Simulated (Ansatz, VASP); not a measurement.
One calculation of BaO, two programs

```
CELL_PARAMETERS angstrom
0.00000 2.78701 2.78701
2.78701 0.00000 2.78701
2.78701 2.78701 0.00000
ATOMIC_POSITIONS crystal
Ba 0.00000 0.00000 0.00000
O 0.50000 0.50000 0.50000
```

Alike in both runs: functional PBE; k mesh 8 × 8 × 8; occupations gaussian, width 0.02 eV; no spin polarisation.

Ansatz relaxed the structure, and its values are those at the end. VASP's run is a single point on that final structure, the one shown.

|  | VASP | Ansatz |
| --- | --- | --- |
| version | VASP 6.6.1 | Ansatz 0.2.0 |
| potentials or method | VASP PAW PBE potentials, release 64 (Ba_sv, O), cutoff 600 eV | scalar-relativistic, plane waves, PAW |
| valence electrons in the cell | 16 | 16 |

|  | VASP | Ansatz | Ansatz less VASP |
| --- | --- | --- | --- |
| gap on the k mesh at the Fermi level (eV) | 2.04 | 2.10 | +0.065 |
| least direct gap on the mesh (eV) | 2.04 | 2.10 | +0.065 |
| pressure (GPa) | 1.5 | 0.0 | -1.50 |

Neither program's run includes spin-orbit coupling.
